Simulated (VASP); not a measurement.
Input of a VASP 6.6.1 run:

The input INCAR:

```
PREC     = Accurate       # precision mode
ENCUT    = 520            # plane-wave cutoff, eV
EDIFF    = 1E-7           # SCF threshold, eV
ISMEAR   = 0              # smearing method
SIGMA    = 0.15           # smearing width, eV
LREAL    = False          # projectors in reciprocal space
LASPH    = True           # aspherical terms in the spheres
NELM     = 80             # most SCF steps
ALGO     = Fast           # electronic algorithm
ISIF     = 2              # what is computed and relaxed
LWAVE    = False          # write WAVECAR
LCHARG   = True           # write CHGCAR
GGA      = CA             # functional
LELF     = True           # ELF
LVHAR    = True         
NBANDS   = 13             # bands
```

KPOINTS

```
regular mesh
0
Gamma
  22 22 22
```

POSCAR

```
W
1.0
    0.0000000000      2.1172867273      1.6366626402
    2.1172867273      0.0000000000      1.6366626402
    2.1172867273      2.1172867273      0.0000000000
W
1
Direct
    0.0000000000      0.0000000000      0.0000000000
```

Potentials or basis: VASP PAW LDA potentials, release 64 (W_sv).

The run is started by

```sh
$ cat potpaw_LDA.64/W_sv/POTCAR > POTCAR
$ mpirun -np 1 vasp_std > vasp.out
```

(1) Estimate the band gap on the k mesh.

(2) What does it give for the pressure?

Answers

(1) zero (bands 7 and 8 overlap by 6.47 eV).

(2) 21.9 GPa.

Caveat: the stress differs along the axes, from 2 to 32 GPa; spin-orbit coupling is left out, which moves the levels of the heavy elements.
